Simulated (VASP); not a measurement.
# Cs (I4_1/amd) in VASP: notebook

Cs is run at these levels: LDA; tasks: single point.

All numbers are computed with VASP 6.6.1; they aren't measurements. Logs are shortened: lines on timing, memory, paths and dates and some standing lists are left out, and cuts for length are marked.

**1. The cell of the first run**

The structure is tetragonal, space group I4_1/amd (No. 141). Conventional cell: a = 5.004 Å, b = 5.004 Å, c = 18.804 Å, α = 90.00°, β = 90.00°, γ = 90.00°.

**2. Single point, LDA (117.73 Å³/atom)**

Input file INCAR:

```
SYSTEM = Cs
ALGO = Normal ; EDIFF = 1E-7
ENCUT = 520 ; ISIF = 2
ISMEAR = -1 ; LASPH = .True.
LCHARG = .True. ; LELF = .True.
LREAL = .False. ; LVHAR = .True.
LWAVE = .False. ; NBANDS = 16
NELM = 60 ; PREC = Accurate
SIGMA = 0.03
```

Input file KPOINTS:

```
k-points
0
Gamma
  9 9 9
  0 0 0
```

Input file POSCAR:

```
Cs
1.0
   -2.5021558492      2.5021558492      9.4018401231
    2.5021558492     -2.5021558492      9.4018401231
    2.5021558492      2.5021558492     -9.4018401231
Cs
2
Direct
    0.2500000000      0.7500000000      0.5000000000
    0.5000000000      0.5000000000      0.0000000000
```

Potentials or basis: VASP PAW LDA potentials, release 64 (Cs_sv).

Launch:

```
$ cat potpaw_LDA.64/Cs_sv/POTCAR > POTCAR
$ mpirun -np 1 vasp_std > vasp.out
```

OUTCAR:

```text
SYSTEM = Cs
   EDIFF = 1E-7
   ENCUT = 520
   ISIF = 2
   ISMEAR = -1
   LASPH = .True.
   LREAL = .False.
   NELM = 60
   PREC = Accurate

 ion  position               nearest neighbor table
   1  0.250  0.750  0.500-
   2  0.500  0.500  0.000-

  LATTYP: Found a body centered tetragonal cell.
 ALAT       =     5.0043116984
 C/A-ratio  =     3.7574958115

  Lattice vectors:

 A1 = (  -2.5021558492,   2.5021558492,   9.4018401231)
 A2 = (   2.5021558492,  -2.5021558492,   9.4018401231)
 A3 = (   2.5021558492,   2.5021558492,  -9.4018401231)

Analysis of symmetry for initial positions (statically):
=====================================================================
 Subroutine PRICEL returns:
 Original cell was already a primitive cell.

 Routine SETGRP: Setting up the symmetry group for a
 body centered tetragonal supercell.

 Subroutine GETGRP returns: Found 16 space group operations
 (whereof  8 operations were pure point group operations)
 out of a pool of 16 trial point group operations.

The static configuration has the point symmetry D_2d.
 The point group associated with its full space group is D_4h.

Analysis of symmetry for dynamics (positions and initial velocities):
=====================================================================
 Subroutine PRICEL returns:
 Original cell was already a primitive cell.

 Routine SETGRP: Setting up the symmetry group for a
 body centered tetragonal supercell.

 Subroutine GETGRP returns: Found 16 space group operations
 (whereof  8 operations were pure point group operations)
 out of a pool of 16 trial point group operations.

The dynamic configuration has the point symmetry D_2d.
 The point group associated with its full space group is D_4h.

 Subroutine INISYM returns: Found 16 space group operations
 (whereof  8 operations are pure point group operations),
 and found     1 'primitive' translations

----------------------------------------------------------------------------------------

                                     Primitive cell

  volume of cell :     235.4516

  direct lattice vectors                    reciprocal lattice vectors
    -2.502155849  2.502155849  9.401840123     0.000000000  0.199827681  0.053181079
     2.502155849 -2.502155849  9.401840123     0.199827681  0.000000000  0.053181079
     2.502155849  2.502155849 -9.401840123     0.199827681  0.199827681  0.000000000

  length of vectors
[... 74 lines left out ...]
   ISTART =      0    job   : 0-new  1-cont  2-samecut
   ICHARG =      2    charge: 1-file 2-atom 10-const
   ISPIN  =      1    spin polarized calculation?
   LNONCOLLINEAR =      F non collinear calculations
   LSORBIT =      F    spin-orbit coupling
   LASPH  =      T    aspherical Exc in radial PAW
   ENCUT  =  520.0 eV  38.22 Ry    6.18 a.u.  18.68 18.68 18.68*2*pi/ulx,y,z
   NELM   =     60;   NELMIN=  2; NELMDL= -5     # of ELM steps
   EDIFF  = 0.1E-06   stopping-criterion for ELM
   LREAL  =      F    real-space projection
   EDIFFG = 0.1E-05   stopping-criterion for IOM
   NSW    =      0    number of steps for IOM
   IBRION =     -1    ionic relax: 0-MD 1-quasi-New 2-CG
   NFREE  =      0    steps in history (QN), initial steepest desc. (CG)
   ISIF   =      2    stress and relaxation
   ISYM   =      2    0-nonsym 1-usesym 2-fastsym
   POTIM  = 0.5000    time-step for ionic-motion
   TEBEG  =    0.0;   TEEND  =   0.0 temperature during run
   PSTRESS=    0.0 pullay stress
   NELECT =      18.0000    total number of electrons
   NUPDOWN=      -1.0000    fix difference up-down
   EMIN   =  10.00;   EMAX   =-10.00  energy-range for DOS
   EFERMI =   0.00;   METHOD = LEGACY
   ISMEAR =    -1;   SIGMA  =   0.03  broadening in eV -4-tet -1-fermi 0-gaus
   EFERMI_NEDOS =   21; number of points for ismear=-14 and -15
   IALGO  =     38    algorithm
   IMIX   =      4    mixing-type and parameters
     AMIX     =   0.40;   BMIX     =  1.00
     AMIX_MAG =   1.60;   BMIX_MAG =  1.00
  volume/ion in A,a.u.               =     117.73       794.45
  Fermi-wavevector in a.u.,A,eV,Ry     =   0.694809  1.312998  6.568334  0.482759
  Thomas-Fermi vector in A             =   1.777405
   LORBIT       =      0    0 simple, 1 ext, 2 COOP (PROOUT), +10 PAW based schemes
   GGA     = CA    functional components
   LHFCALC =     F    Hartree Fock is set to
   AEXX    =    0.0000 exact exchange contribution
   IVDW    =     0    specifies the selected vdW correction
   LEPSILON=     F    determine dielectric tensor
   LRPA    =     F    only Hartree local field effects (RPA)
 non-spin polarized calculation
  energy-cutoff  :      520.00
  volume of cell :      235.45
 maximum number of plane-waves:      6387
 NGX is ok and might be reduce to    80
   NGX = 37   NGY = 37   NGZ = 37

 number of electron      17.9999998 magnetization

 Free energy of the ion-electron system (eV)
  ---------------------------------------------------
  ext. energy  EPLUGINS =         0.00000000
  ---------------------------------------------------
  free energy    TOTEN  =        -1.84380501 eV

  energy without entropy =       -1.83745590  energy(sigma->0) =       -1.84063046

 E-fermi :   0.2487     XC(G=0):  -5.4694

 val. band max:        0.2119852842   @ k =   0.2222   0.2222   0.1111
 cond. band min:       0.2528052691   @ k =  -0.3333   0.3333   0.2222
 fundamental gap:      0.0408199849
 Fermi energy:         0.2487223621

 k-point     1 :       0.0000    0.0000    0.0000
  band No.  band energies     occupation
      1     -23.6644      2.00000
      2     -23.6586      2.00000
      3     -10.5391      2.00000
      4     -10.3956      2.00000
      5     -10.3898      2.00000
      6     -10.3898      2.00000
[... 433 lines left out ...]
      3     -10.5386      2.00000
      4     -10.5377      2.00000
      5     -10.5299      2.00000
      6     -10.5288      2.00000
[... 8 lines left out ...]
     15       2.6462      0.00000
     16       2.6707      0.00000

 [... further k-points ...]
[... 5 lines left out ...]
  --------------------------------------------------------------------------------------
  -------------------------------------------------------------------------------------
  Total       -0.3060773     -0.3060773     -0.5090654      0.0000000      0.0000000      0.0000000
  in kB       -2.0827644     -2.0827644     -3.4640373      0.0000000      0.0000000      0.0000000
  external PRESSURE =      -2.5431887 kB  Pullay stress =       0.0000000 kB

 VOLUME and BASIS-vectors are now :
 -----------------------------------------------------------------------------
  energy-cutoff  :      520.00
  volume of cell :      235.45
      direct lattice vectors                 reciprocal lattice vectors
    -2.502155849  2.502155849  9.401840123     0.000000000  0.199827681  0.053181079
     2.502155849 -2.502155849  9.401840123     0.199827681  0.000000000  0.053181079
     2.502155849  2.502155849 -9.401840123     0.199827681  0.199827681  0.000000000

 POSITION                                       TOTAL-FORCE (eV/Angst)
 -----------------------------------------------------------------------------------
      2.50216     -0.00000      4.70092        -0.000000      0.000000      0.000000
      0.00000      0.00000      9.40184         0.000000     -0.000000     -0.000000
 -----------------------------------------------------------------------------------
    total drift:                                0.000000     -0.000000      0.000000

  FREE ENERGIE OF THE ION-ELECTRON SYSTEM (eV)
  ---------------------------------------------------
  free  energy   TOTEN  =        -1.8438050120 eV

  energy  without entropy=       -1.8374559026  energy(sigma->0) =       -1.84063046
```

Wall time 9.7 min (1 thread of Intel Xeon 6975P-C (Granite Rapids), shared host); peak memory 0.75 GiB.

Results:

- Free energy: -1.8438 eV
- Pressure: -0.3 GPa
- Band gap on the k mesh: zero (bands 9 and 10 overlap by 1.53 eV)

Stress tensor (GPa, compression positive):
```
-0.21  0.00  0.00
 0.00 -0.21  0.00
 0.00  0.00 -0.35
```

Caveat: spin-orbit coupling is left out, which moves the levels of the heavy elements.

**3. Single point, LDA (122.67 Å³/atom)**

This run uses another cell than the first one, of 122.67 Å³/atom.

Input file INCAR:

```
SYSTEM = Cs
PREC = Accurate
ENCUT = 520
EDIFF = 1E-7
ISMEAR = -1
SIGMA = 0.03
LREAL = .FALSE.
LASPH = .TRUE.
NELM = 60
ALGO = Normal
ISIF = 2
LWAVE = .FALSE.
LCHARG = .FALSE.
NBANDS = 16
```

Input file KPOINTS:

```
Automatic mesh
0
G
  9 9 9
  0 0 0
```

Input file POSCAR:

```
Cs
1.0
   -2.5367058781      2.5367058781      9.5316617119
    2.5367058781     -2.5367058781      9.5316617119
    2.5367058781      2.5367058781     -9.5316617119
Cs
2
Direct
    0.2500000000      0.7500000000      0.5000000000
    0.5000000000      0.5000000000      0.0000000000
```

Potentials or basis: VASP PAW LDA potentials, release 64 (Cs_sv).

Launch:

```
$ cat potpaw_LDA.64/Cs_sv/POTCAR > POTCAR
$ mpirun -np 1 vasp_std > vasp.out
```

OUTCAR:

```text
SYSTEM = Cs
   PREC = Accurate
   ENCUT = 520
   EDIFF = 1E-7
   ISMEAR = -1
   LREAL = .FALSE.
   LASPH = .TRUE.
   NELM = 60
   ISIF = 2

 ion  position               nearest neighbor table
   1  0.250  0.750  0.500-
   2  0.500  0.500  0.000-

  LATTYP: Found a body centered tetragonal cell.
 ALAT       =     5.0734117562
 C/A-ratio  =     3.7574958115

  Lattice vectors:

 A1 = (  -2.5367058781,   2.5367058781,   9.5316617119)
 A2 = (   2.5367058781,  -2.5367058781,   9.5316617119)
 A3 = (   2.5367058781,   2.5367058781,  -9.5316617119)

Analysis of symmetry for initial positions (statically):
=====================================================================
 Subroutine PRICEL returns:
 Original cell was already a primitive cell.

 Routine SETGRP: Setting up the symmetry group for a
 body centered tetragonal supercell.

 Subroutine GETGRP returns: Found 16 space group operations
 (whereof  8 operations were pure point group operations)
 out of a pool of 16 trial point group operations.

The static configuration has the point symmetry D_2d.
 The point group associated with its full space group is D_4h.

Analysis of symmetry for dynamics (positions and initial velocities):
=====================================================================
 Subroutine PRICEL returns:
 Original cell was already a primitive cell.

 Routine SETGRP: Setting up the symmetry group for a
 body centered tetragonal supercell.

 Subroutine GETGRP returns: Found 16 space group operations
 (whereof  8 operations were pure point group operations)
 out of a pool of 16 trial point group operations.

The dynamic configuration has the point symmetry D_2d.
 The point group associated with its full space group is D_4h.

 Subroutine INISYM returns: Found 16 space group operations
 (whereof  8 operations are pure point group operations),
 and found     1 'primitive' translations
[... 105 lines left out ...]
   PSTRESS=    0.0 pullay stress
   NELECT =      18.0000    total number of electrons
   NUPDOWN=      -1.0000    fix difference up-down
   EMIN   =  10.00;   EMAX   =-10.00  energy-range for DOS
   EFERMI =   0.00;   METHOD = LEGACY
   ISMEAR =    -1;   SIGMA  =   0.03  broadening in eV -4-tet -1-fermi 0-gaus
   EFERMI_NEDOS =   21; number of points for ismear=-14 and -15
   IALGO  =     38    algorithm
   IMIX   =      4    mixing-type and parameters
     AMIX     =   0.40;   BMIX     =  1.00
     AMIX_MAG =   1.60;   BMIX_MAG =  1.00
  volume/ion in A,a.u.               =     122.67       827.82
  Fermi-wavevector in a.u.,A,eV,Ry     =   0.685345  1.295115  6.390630  0.469698
  Thomas-Fermi vector in A             =   1.765260
   LORBIT       =      0    0 simple, 1 ext, 2 COOP (PROOUT), +10 PAW based schemes
   GGA     = CA    functional components
   LHFCALC =     F    Hartree Fock is set to
   AEXX    =    0.0000 exact exchange contribution
   IVDW    =     0    specifies the selected vdW correction
   LEPSILON=     F    determine dielectric tensor
   LRPA    =     F    only Hartree local field effects (RPA)
 non-spin polarized calculation
  energy-cutoff  :      520.00
  volume of cell :      245.34
 maximum number of plane-waves:      6648
 NGX is ok and might be reduce to    80
   NGX = 37   NGY = 37   NGZ = 37

 number of electron      18.0000000 magnetization

 Free energy of the ion-electron system (eV)
  ---------------------------------------------------
  ext. energy  EPLUGINS =         0.00000000
  ---------------------------------------------------
  free energy    TOTEN  =        -1.82695905 eV

  energy without entropy =       -1.82044923  energy(sigma->0) =       -1.82370414

 E-fermi :   0.1483     XC(G=0):  -5.3653

 val. band max:        0.1139032991   @ k =   0.2222   0.2222   0.1111
 cond. band min:       0.1564932165   @ k =  -0.3333   0.3333   0.2222
 fundamental gap:      0.0425899174
 Fermi energy:         0.1483019535

 k-point     1 :       0.0000    0.0000    0.0000
  band No.  band energies     occupation
      1     -23.7815      2.00000
      2     -23.7767      2.00000
      3     -10.6434      2.00000
      4     -10.5188      2.00000
      5     -10.5140      2.00000
      6     -10.5140      2.00000
[... 433 lines left out ...]
      3     -10.6447      2.00000
      4     -10.6439      2.00000
      5     -10.6372      2.00000
      6     -10.6363      2.00000
[... 8 lines left out ...]
     15       2.4748      0.00000
     16       2.4988      0.00000

 [... further k-points ...]
[... 5 lines left out ...]
  --------------------------------------------------------------------------------------
  -------------------------------------------------------------------------------------
  Total       -0.3961283     -0.3961283     -0.5970903      0.0000000      0.0000000      0.0000000
  in kB       -2.5868881     -2.5868881     -3.8992562      0.0000000      0.0000000      0.0000000
  external PRESSURE =      -3.0243441 kB  Pullay stress =       0.0000000 kB

 VOLUME and BASIS-vectors are now :
 -----------------------------------------------------------------------------
  energy-cutoff  :      520.00
  volume of cell :      245.34
      direct lattice vectors                 reciprocal lattice vectors
    -2.536705878  2.536705878  9.531661712     0.000000000  0.197106020  0.052456750
     2.536705878 -2.536705878  9.531661712     0.197106020  0.000000000  0.052456750
     2.536705878  2.536705878 -9.531661712     0.197106020  0.197106020  0.000000000

 POSITION                                       TOTAL-FORCE (eV/Angst)
 -----------------------------------------------------------------------------------
      2.53671     -0.00000      4.76583        -0.000000     -0.000000     -0.000000
      0.00000      0.00000      9.53166         0.000000      0.000000      0.000000
 -----------------------------------------------------------------------------------
    total drift:                                0.000000     -0.000000      0.000000

  FREE ENERGIE OF THE ION-ELECTRON SYSTEM (eV)
  ---------------------------------------------------
  free  energy   TOTEN  =        -1.8269590509 eV

  energy  without entropy=       -1.8204492333  energy(sigma->0) =       -1.82370414
```

It took 9.3 min on 1 thread of Intel Xeon 6975P-C (Granite Rapids), shared host; peak memory 0.75 GiB.

Results:

| Item | Value |
| --- | --- |
| Free energy | -1.8270 eV |
| Pressure | -0.3 GPa |
| Band gap on the k mesh | zero (bands 9 and 10 overlap by 1.55 eV) |

Stress tensor (GPa, compression positive):
```
-0.26  0.00  0.00
 0.00 -0.26  0.00
 0.00  0.00 -0.39
```

Caveat: spin-orbit coupling is left out, which moves the levels of the heavy elements.

(Continued in part 2 of 2.)
